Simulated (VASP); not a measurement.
# MgO (vib) (Fm-3m) in VASP: further runs

The runs below take MgO (vib) through vibrations by perturbation theory, with LDA.

Everything below comes from runs of VASP 6.6.1. Logs are shortened: lines on timing, memory, paths and dates and some standing lists are left out, and cuts for length are marked.

### 1 The cell of the first run

The structure is cubic, space group Fm-3m (No. 225). Conventional cell: a = 4.161 Å, b = 4.161 Å, c = 4.161 Å, α = 90.00°, β = 90.00°, γ = 90.00°. Within 2.8 Å of Mg (site symmetry m-3m) lie 6 O at 2.08 Å. Within 2.8 Å of O (site symmetry m-3m) lie 6 Mg at 2.08 Å.

### 2 Vibrations by perturbation theory, LDA

File INCAR:

```
PREC     = Accurate       # precision mode
ENCUT    = 520            # plane-wave cutoff, eV
EDIFF    = 1E-8           # SCF threshold, eV
ISMEAR   = 0              # smearing method
SIGMA    = 0.01           # smearing width, eV
LREAL    = False          # projectors in reciprocal space
LASPH    = True           # aspherical terms in the spheres
NELM     = 100            # most SCF steps
ALGO     = Normal         # electronic algorithm
ISIF     = 2              # what is computed and relaxed
LWAVE    = False          # write WAVECAR
LCHARG   = False          # write CHGCAR
NBANDS   = 11             # bands
IBRION   = 8              # ionic algorithm
NSW      = 1              # ionic steps
LEPSILON = True           # dielectric tensor by DFPT
```

File KPOINTS:

```
regular mesh
0
Gamma
  8 8 8
```

File POSCAR:

```
MgO
1.0
    0.0000000000      2.0803529754      2.0803529754
    2.0803529754      0.0000000000      2.0803529754
    2.0803529754      2.0803529754      0.0000000000
Mg O
1 1
Direct
    0.0000000000      0.0000000000      0.0000000000
    0.5000000000      0.5000000000      0.5000000000
```

Potentials or basis: VASP PAW LDA potentials, release 64 (Mg, O).

Started as:

```sh
$ cat potpaw_LDA.64/Mg/POTCAR potpaw_LDA.64/O/POTCAR > POTCAR
$ mpirun -np 1 vasp_std > vasp.out
```

OUTCAR:

```text
PREC = Accurate
   ENCUT = 520
   EDIFF = 1E-8
   ISMEAR = 0
   LREAL = False
   LASPH = True
   NELM = 100
   ISIF = 2
   IBRION = 8
   NSW = 1
   LEPSILON = True

 ion  position               nearest neighbor table
   1  0.000  0.000  0.000-   2 2.08   2 2.08   2 2.08   2 2.08   2 2.08   2 2.08
   2  0.500  0.500  0.500-   1 2.08   1 2.08   1 2.08   1 2.08   1 2.08   1 2.08

  LATTYP: Found a face centered cubic cell.
 ALAT       =     4.1607059508

  Lattice vectors:

 A1 = (   0.0000000000,   2.0803529754,   2.0803529754)
 A2 = (   2.0803529754,   0.0000000000,   2.0803529754)
 A3 = (   2.0803529754,   2.0803529754,   0.0000000000)

Analysis of symmetry for initial positions (statically):
=====================================================================
 Subroutine PRICEL returns:
 Original cell was already a primitive cell.

 Routine SETGRP: Setting up the symmetry group for a
 face centered cubic supercell.

 Subroutine GETGRP returns: Found 48 space group operations
 (whereof 48 operations were pure point group operations)
 out of a pool of 48 trial point group operations.

The static configuration has the point symmetry O_h .

Analysis of symmetry for dynamics (positions and initial velocities):
=====================================================================
 Subroutine PRICEL returns:
 Original cell was already a primitive cell.

 Routine SETGRP: Setting up the symmetry group for a
 face centered cubic supercell.

 Subroutine GETGRP returns: Found 48 space group operations
 (whereof 48 operations were pure point group operations)
 out of a pool of 48 trial point group operations.

The dynamic configuration has the point symmetry O_h .

 Subroutine INISYM returns: Found 48 space group operations
 (whereof 48 operations are pure point group operations),
 and found     1 'primitive' translations

----------------------------------------------------------------------------------------

                                     Primitive cell

  volume of cell :      18.0070

  direct lattice vectors                    reciprocal lattice vectors
     0.000000000  2.080352975  2.080352975    -0.240343829  0.240343829  0.240343829
     2.080352975  0.000000000  2.080352975     0.240343829 -0.240343829  0.240343829
     2.080352975  2.080352975  0.000000000     0.240343829  0.240343829 -0.240343829

  length of vectors
     2.942063392  2.942063392  2.942063392     0.416287723  0.416287723  0.416287723

  position of ions in fractional coordinates (direct lattice)
     0.000000000  0.000000000  0.000000000
     0.500000000  0.500000000  0.500000000

  ion indices of the primitive-cell ions
   primitive index   ion index
                 1           1
                 2           2

----------------------------------------------------------------------------------------

 KPOINTS: regular mesh

Automatic generation of k-mesh.
[... 487 lines left out ...]
           0.000000     3.222279    -0.000000
          -0.000000     0.000000     3.222279
 ------------------------------------------------------

 Free energy of the ion-electron system (eV)
  ---------------------------------------------------
  ---------------------------------------------------
  free energy    TOTEN  =        -0.11218692 eV

  energy without entropy =       -0.11218692

------------------------ aborting loop because EDIFF is reached ----------------------------------------

--------------------------------------- Ionic step        2  -------------------------------------------

------------------------ aborting loop because EDIFF is reached ----------------------------------------

--------------------------------------- Ionic step        3  -------------------------------------------

------------------------ aborting loop because EDIFF is reached ----------------------------------------

 PIEZOELECTRIC TENSOR FIELD DIRECTION 3  (e Angst)
 -----------------------------------------------------------------------------
    -0.00013  0.00000 -0.00000           ( -0.00001  0.00000 -0.00000)
     0.00000 -0.00013 -0.00000           (  0.00000 -0.00001  0.00000)
    -0.00000  0.00000 -0.00021           ( -0.00000  0.00000 -0.00001)

 PIEZOELECTRIC TENSOR FIELD DIRECTION 3  (C/m^2)
 -----------------------------------------------------------------------------
    -0.00011  0.00000 -0.00000
     0.00000 -0.00011 -0.00000
    -0.00000  0.00000 -0.00019

--------------------------------------- Ionic step        4  -------------------------------------------

------------------------ aborting loop because EDIFF is reached ----------------------------------------

[... ionic steps 5 to 6 ...]

--------------------------------------- Ionic step        7  -------------------------------------------

 Free energy of the ion-electron system (eV)
  ---------------------------------------------------
  ---------------------------------------------------
  free energy    TOTEN  =        -0.35241562 eV

  energy without entropy =       -0.35241562

------------------------ aborting loop because EDIFF is reached ----------------------------------------

 INTERNAL STRAIN TENSOR  FOR ION    2  DIRECTION 1   (eV/Angst):
 -----------------------------------------------------------------------------
    -0.00563  0.00000 -0.00000
    -0.00000  0.00716  0.00000
     0.00000  0.00000  0.00716

 MACROSCOPIC STATIC DIELECTRIC TENSOR (including local field effects in DFT)
 ------------------------------------------------------
           3.107391     0.000000     0.000000
           0.000000     3.107391    -0.000000
           0.000000     0.000000     3.107391
 ------------------------------------------------------

 PIEZOELECTRIC TENSOR (including local field effects)  for field in x, y, z        (e  Angst)
          XX          YY          ZZ          XY          YZ          ZX
  --------------------------------------------------------------------------------
  x     0.00000     0.00000     0.00000     0.00000     0.00000     0.00000
  y     0.00000     0.00000     0.00000     0.00000     0.00000     0.00000
  z     0.00000     0.00000     0.00000     0.00000     0.00000     0.00000

 PIEZOELECTRIC TENSOR (including local field effects)  for field in x, y, z        (C/m^2)
          XX          YY          ZZ          XY          YZ          ZX
  --------------------------------------------------------------------------------
  x     0.00000     0.00000     0.00000     0.00000     0.00000     0.00000
  y     0.00000     0.00000     0.00000     0.00000     0.00000     0.00000
  z     0.00000     0.00000     0.00000     0.00000     0.00000     0.00000

 BORN EFFECTIVE CHARGES (including local field effects) (in |e|, cummulative output)
 ---------------------------------------------------------------------------------
 ion    1
    1     1.95324     0.00000    -0.00000
    2     0.00000     1.95324     0.00000
    3     0.00000    -0.00000     1.95324
 ion    2
    1    -1.95324    -0.00000     0.00000
    2    -0.00000    -1.95324     0.00000
    3     0.00000     0.00000    -1.95324

 INTERNAL STRAIN TENSOR FOR ION    2 for displacements in x,y,z  (eV/Angst):
          X           Y           Z          XY          YZ          ZX
  --------------------------------------------------------------------------------
  x     0.00000     0.00000     0.00000     0.00000     0.00000     0.00000
  y     0.00000     0.00000     0.00000     0.00000     0.00000     0.00000
  z     0.00000     0.00000     0.00000     0.00000     0.00000     0.00000

 SECOND DERIVATIVES (NOT SYMMETRIZED)
 ------------------------------------
               1X          1Y          1Z          2X          2Y          2Z
  1X    -6.062512    0.000000    0.000000    6.062512    0.000000    0.000000
  1Y     0.000000   -6.062512    0.000000    0.000000    6.062512    0.000000
  1Z     0.000000    0.000000   -6.062512    0.000000    0.000000    6.062512
  2X     6.069001    0.000000    0.000000   -6.069001    0.000000    0.000000
  2Y     0.000000    6.069001    0.000000    0.000000   -6.069001    0.000000
  2Z     0.000000    0.000000    6.069001    0.000000    0.000000   -6.069001

 Eigenvectors and eigenvalues of the dynamical matrix
 ----------------------------------------------------

   1 f  =   12.396207 THz    77.887665 2PiTHz  413.492954 cm-1    51.266569 meV
             X         Y         Z           dx          dy          dz
      0.000000  0.000000  0.000000    -0.209577   -0.593965    0.000000
      2.080353  2.080353  2.080353     0.258442    0.732455    0.000000
[... 21 lines left out ...]
   6 f/i=    0.003244 THz     0.020382 2PiTHz    0.108204 cm-1     0.013416 meV
             X         Y         Z           dx          dy          dz
      0.000000  0.000000  0.000000     0.745806    0.216924    0.000000
      2.080353  2.080353  2.080353     0.604792    0.175908    0.000000

--------------------------------------------------------------------------------------------------------

 MACROSCOPIC STATIC DIELECTRIC TENSOR IONIC CONTRIBUTION
 ------------------------------------------------------
           6.320492     0.000000    -0.000000
           0.000000     6.320492    -0.000000
          -0.000000    -0.000000     6.320492
 ------------------------------------------------------

 ELASTIC MODULI CONTR FROM IONIC RELAXATION (kBar)
 Direction    XX          YY          ZZ          XY          YZ          ZX
 --------------------------------------------------------------------------------
 XX           0.0000      0.0000      0.0000      0.0000      0.0000      0.0000
 YY           0.0000      0.0000      0.0000      0.0000      0.0000      0.0000
 ZZ           0.0000      0.0000      0.0000      0.0000      0.0000      0.0000
 XY           0.0000      0.0000      0.0000      0.0000      0.0000      0.0000
 YZ           0.0000      0.0000      0.0000      0.0000      0.0000      0.0000
 ZX           0.0000      0.0000      0.0000      0.0000      0.0000      0.0000
 --------------------------------------------------------------------------------

 PIEZOELECTRIC TENSOR IONIC CONTR  for field in x, y, z        (C/m^2)
          XX          YY          ZZ          XY          YZ          ZX
  --------------------------------------------------------------------------------
  x     0.00000     0.00000     0.00000     0.00000     0.00000     0.00000
  y     0.00000     0.00000     0.00000     0.00000     0.00000     0.00000
  z     0.00000     0.00000     0.00000     0.00000     0.00000     0.00000
```

Wall time 36 s (1 thread of Intel Xeon Platinum 8488C (Sapphire Rapids), shared host); peak memory 0.16 GiB.

What came out:

```
Electronic dielectric tensor (diagonal)                 : 3.11
Born charges (mean of the diagonal)                     : Mg +1.95; O -1.95 e
Highest phonon frequency at Γ, LO-TO splitting left out : 413 cm⁻¹
```

Phonon frequencies in cm⁻¹ (negative: imaginary):
```tsv
q point	frequencies
(0.000, 0.000, 0.000)	0 0 0 413 413 413
```

Electronic dielectric tensor:
```
3.11 0.00 0.00
0.00 3.11 0.00
0.00 0.00 3.11
```

Born effective charge tensors (e):
atom 1, Mg
```
1.95 0.00 0.00
0.00 1.95 0.00
0.00 0.00 1.95
```
atom 2, O
```
-1.95  0.00  0.00
 0.00 -1.95  0.00
 0.00  0.00 -1.95
```

Caveat: the cell wasn't relaxed at this level first, which shifts response properties.

(Part 1 of 2 ends here.)
